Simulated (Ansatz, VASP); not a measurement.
# In3As in VASP and in Ansatz

```
In As
1.0
     4.60214    0.00000    0.00000
     0.00000    4.60214    0.00000
     0.00000    0.00000    4.60214
In As
3 1
Direct
  0.00000 0.50000 0.50000
  0.50000 0.00000 0.50000
  0.50000 0.50000 0.00000
  0.00000 0.00000 0.00000
```

Alike in both runs: functional PBE; dispersion D3(BJ); k mesh 10 × 10 × 10; occupations gaussian, width 0.1 eV; no spin polarisation.

Ansatz relaxed the structure, and its values are those at the end. VASP's run is a single point on that final structure, the one shown.

|  | VASP | Ansatz |
| --- | --- | --- |
| version | VASP 6.6.1 | Ansatz 0.2.0 |
| potentials or method | VASP PAW PBE potentials, release 64 (In_d, As), cutoff 520 eV | scalar-relativistic, plane waves, PAW |
| valence electrons in the cell | 44 | 54 |

|  | VASP | Ansatz | Ansatz less VASP |
| --- | --- | --- | --- |
| gap on the k mesh at the Fermi level (eV) | none | none | - |
| pressure (GPa) | 0.0 | 0.0 | 0.00 |

A gap of «none» marks a metal or a gap that the smearing closes. VASP's potentials hold 44 valence electrons a cell and Ansatz's 54, so a difference there can come from the potentials and not from the codes.
